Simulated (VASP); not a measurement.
# Nb (Im-3m) in VASP: a series of runs, part 2 of 2

VASP 6.6.1. Earlier steps stand in the parts before.

### 3 Single point, HSE06

This run uses another cell than the first one, of 18.12 Å³/atom.

Contents of POSCAR:

```
Nb
1.0
   -1.6545541588      1.6545541588      1.6545541588
    1.6545541588     -1.6545541588      1.6545541588
    1.6545541588      1.6545541588     -1.6545541588
Nb
1
Direct
    0.0000000000      0.0000000000      0.0000000000
```

Contents of INCAR.step1:

```
SYSTEM = Nb
ALGO = Normal ; EDIFF = 1E-5
ENCUT = 520 ; GGA = PE
ISIF = 2 ; ISMEAR = -1
KPAR = 4 ; LASPH = .True.
LREAL = .False. ; LWAVE = .True.
NBANDS = 12 ; NELM = 80
PREC = Accurate ; SIGMA = 0.05
```

Contents of INCAR.step2:

```
SYSTEM = Nb
ALGO = Normal ; EDIFF = 1E-6
ENCUT = 520 ; GGA = PE
HFSCREEN = 0.2079 ; ISIF = 2
ISMEAR = -1 ; ISTART = 1
KPAR = 4 ; LASPH = .True.
LCHARG = .True. ; LHFCALC = .True.
LREAL = .False. ; LVHAR = .True.
LWAVE = .False. ; NBANDS = 12
NELM = 80 ; PREC = Accurate
PRECFOCK = Normal ; SIGMA = 0.05
```

Contents of KPOINTS:

```
k-points
0
Gamma
  9 9 9
  0 0 0
```

Potentials or basis: VASP PAW PBE potentials, release 64 (Nb_sv).

Started as:

```bash
> cat potpaw_PBE.64/Nb_sv/POTCAR > POTCAR
> cp INCAR.step1 INCAR
> mpirun -np 4 vasp_std > vasp.out
> cp INCAR.step2 INCAR
> mpirun -np 4 vasp_std > vasp.out
```

OUTCAR:

```text
SYSTEM = Nb
   EDIFF = 1E-6
   ENCUT = 520
   GGA = PE
   HFSCREEN = 0.2079
   ISIF = 2
   ISMEAR = -1
   ISTART = 1
   LASPH = .True.
   LHFCALC = .True.
   LREAL = .False.
   NELM = 80
   PREC = Accurate
   PRECFOCK = Normal

 ion  position               nearest neighbor table
   1  0.000  0.000  0.000-

  LATTYP: Found a body centered cubic cell.
 ALAT       =     3.3091083176

  Lattice vectors:

 A1 = (  -1.6545541588,   1.6545541588,   1.6545541588)
 A2 = (   1.6545541588,  -1.6545541588,   1.6545541588)
 A3 = (   1.6545541588,   1.6545541588,  -1.6545541588)

Analysis of symmetry for initial positions (statically):
=====================================================================
 Subroutine PRICEL returns:
 Original cell was already a primitive cell.

 Routine SETGRP: Setting up the symmetry group for a
 body centered cubic supercell.

 Subroutine GETGRP returns: Found 48 space group operations
 (whereof 48 operations were pure point group operations)
 out of a pool of 48 trial point group operations.

The static configuration has the point symmetry O_h .

Analysis of symmetry for dynamics (positions and initial velocities):
[... 168 lines left out ...]
 cond. band min:      10.9761880278   @ k =  -0.2222   0.2222   0.1111
 fundamental gap:      0.0430309838
 Fermi energy:        10.9703949801

 k-point     1 :       0.0000    0.0000    0.0000
  band No.  band energies     occupation
      1     -47.2646      2.00000
      2     -21.0696      2.00000
      3     -21.0696      2.00000
      4     -21.0696      2.00000
      5       4.0567      2.00000
      6      11.6086      0.00001
      7      11.6086      0.00001
      8      11.6086      0.00001
      9      15.0591      0.00000
     10      15.0591      0.00000
     11      26.0499      0.00000
     12      26.0499      0.00000
[... 331 lines left out ...]
 k-point    24 :      -0.4444   -0.4444    0.1111
  band No.  band energies     occupation
      1     -46.9476      2.00000
      2     -22.4192      2.00000
      3     -21.7652      2.00000
      4     -21.2971      2.00000
      5       7.7825      2.00000
      6      10.0154      2.00000
      7      10.3621      1.99999
      8      13.7938      0.00000
      9      16.8617      0.00000
     10      19.8407      0.00000
     11      23.1730      0.00000
     12      25.8569      0.00000

 [... further k-points ...]
[... 5 lines left out ...]
  --------------------------------------------------------------------------------------
  -------------------------------------------------------------------------------------
  Total       -0.4486195     -0.4486195     -0.4486195      0.0000000      0.0000000     -0.0000000
  in kB      -39.6721561    -39.6721561    -39.6721561      0.0000000      0.0000000     -0.0000000
  external PRESSURE =     -39.6721561 kB  Pullay stress =       0.0000000 kB

 VOLUME and BASIS-vectors are now :
 -----------------------------------------------------------------------------
  energy-cutoff  :      520.00
  volume of cell :       18.12
      direct lattice vectors                 reciprocal lattice vectors
    -1.654554159  1.654554159  1.654554159     0.000000000  0.302196212  0.302196212
     1.654554159 -1.654554159  1.654554159     0.302196212  0.000000000  0.302196212
     1.654554159  1.654554159 -1.654554159     0.302196212  0.302196212  0.000000000

 POSITION                                       TOTAL-FORCE (eV/Angst)
 -----------------------------------------------------------------------------------
      0.00000      0.00000      0.00000         0.000000     -0.000000     -0.000000
 -----------------------------------------------------------------------------------
    total drift:                                0.000000      0.000000      0.000000

  FREE ENERGIE OF THE ION-ELECTRON SYSTEM (eV)
  ---------------------------------------------------
  free  energy   TOTEN  =       -11.8403445529 eV

  energy  without entropy=      -11.8312741865  energy(sigma->0) =      -11.83580937
```

OUTCAR.step1:

```text
SYSTEM = Nb
   EDIFF = 1E-5
   ENCUT = 520
   GGA = PE
   ISIF = 2
   ISMEAR = -1
   LASPH = .True.
[... 577 lines left out ...]
 -----------------------------------------------------------------------------------
      0.00000      0.00000      0.00000         0.000000     -0.000000     -0.000000
 -----------------------------------------------------------------------------------
    total drift:                               -0.000000      0.000000      0.000000

  FREE ENERGIE OF THE ION-ELECTRON SYSTEM (eV)
  ---------------------------------------------------
  free  energy   TOTEN  =       -10.2315699939 eV

  energy  without entropy=      -10.2195439254  energy(sigma->0) =      -10.22555696
```

OSZICAR.step1:

```text
N       E                     dE             d eps       ncg     rms          rms(c)
DAV:   1     0.112751255548E+03    0.11275E+03   -0.73108E+03   848   0.109E+03
DAV:   2    -0.627171976868E+01   -0.11902E+03   -0.11462E+03   912   0.383E+02
DAV:   3    -0.103840476831E+02   -0.41123E+01   -0.39855E+01  1164   0.628E+01
DAV:   4    -0.106451904016E+02   -0.26114E+00   -0.26024E+00  1220   0.142E+01
DAV:   5    -0.106523315619E+02   -0.71412E-02   -0.71389E-02  1144   0.198E+00    0.705E+00
DAV:   6    -0.102720866766E+02    0.38024E+00   -0.58357E-01  1356   0.969E+00    0.247E+00
DAV:   7    -0.102263111934E+02    0.45775E-01   -0.18451E-01  1380   0.544E+00    0.956E-01
DAV:   8    -0.102315059982E+02   -0.51948E-02   -0.11974E-02  1004   0.144E+00    0.507E-02
DAV:   9    -0.102315592770E+02   -0.53279E-04   -0.10112E-03  1400   0.319E-01    0.415E-02
DAV:  10    -0.102315764174E+02   -0.17140E-04   -0.22238E-05   856   0.653E-02    0.144E-02
DAV:  11    -0.102315699939E+02    0.64235E-05   -0.37828E-06   668   0.347E-02
   1 F= -.10231570E+02 E0= -.10225557E+02  d E =-.120261E-01
```

Run time: 17 min. Hardware: 4 MPI ranks of AMD EPYC 7R43 (Zen 3), shared host; peak memory 0.21 GiB.

What came out:

```yaml
Free_energy: -11.8403 eV
Pressure: -4.0 GPa
Band_gap_on_the_k_mesh: zero (an odd number of electrons rules out a gap without spin polarisation)
```

Caveat: the cell stands under tension; the PAW data sets were made with another functional, which shifts forces and pressure a little.

The gap in the log of VASP goes by the Fermi energy; the results here count the filled bands.